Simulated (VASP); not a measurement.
HfS5:

```
Hf S
1.0
     5.75849    0.00000    0.00000
    -2.87925    4.98700    0.00000
     0.00000    0.00000    4.72583
Hf S
1 5
Direct
  0.00000 0.00000 0.00000
  0.50000 0.00000 0.50000
  0.50000 0.50000 0.50000
  0.00000 0.50000 0.50000
  0.33333 0.66667 0.00000
  0.66667 0.33333 0.00000
```

* Program: VASP 6.6.1
* Task: relaxation of cell and atoms
* Functional: PBE
* Potentials or basis: VASP PAW PBE potentials, release 64 (Hf_pv, S)
* Cutoff: 600 eV
* k mesh: 3 × 3 × 4
* Occupations: gaussian, width 0.1 eV
* Spin: no spin polarisation

At the start: pressure -12.6 GPa; volume 22.62 Å³/atom.

**Question.** How do energy, volume and symmetry change on relaxing?

**Answer.** Over 25 steps the energy falls by 909.5 meV/atom and the volume is 22.36 Å³/atom (-1.1 %); space group P6/mmm (No. 191, to 0.05 Å).

Step by step:
```tsv
step	energy change (eV)	largest force (eV/Å)	pressure (GPa)	volume (Å³)
1	0.0000	0.0000	-12.59	135.71
2	-1.8829	0.0000	0.15	103.59
3	-1.8871	0.0000	1.05	102.52
4	-2.0421	0.0000	1.49	102.99
5	-2.3798	0.0000	3.54	103.72
6	-4.2136	0.0000	12.67	102.27
7	12.0456	0.0000	114.64	89.92
8	-4.2265	0.0000	15.49	101.80
9	-4.2784	0.0000	16.79	101.55
10	-4.2987	0.0000	16.97	101.85
11	-4.3366	0.0000	17.61	102.75
12	-4.3213	0.0000	18.84	104.48
13	-4.3431	0.0000	18.20	103.56
14	-4.4092	0.0000	17.44	104.24
15	-4.5930	0.0000	15.25	106.29
16	-4.8973	0.0000	11.23	110.49
17	-5.2816	0.0000	4.78	119.18
18	-5.3374	0.0000	-3.88	137.80
19	-5.4148	0.0000	-0.92	130.04
20	-5.4155	0.0000	-0.63	129.38
21	-5.4223	0.0000	-0.55	129.72
22	-5.4388	0.0000	-0.30	130.76
23	-5.4551	0.0000	0.24	132.81
24	-5.4561	0.0000	0.41	133.40
25	-5.4571	0.0000	0.14	134.17
```

Final structure:
```
CELL_PARAMETERS angstrom
4.60384 0.00000 0.00000
-2.30192 3.98704 0.00000
0.00000 0.00000 7.30919
ATOMIC_POSITIONS crystal
Hf 0.00000 0.00000 0.00000
S 0.50000 0.00000 0.50000
S 0.50000 0.50000 0.50000
S 0.00000 0.50000 0.50000
S 0.33333 0.66667 0.00000
S 0.66667 0.33333 0.00000
```

Caveat: the k points lie up to 0.53 Å⁻¹ apart in the final cell.
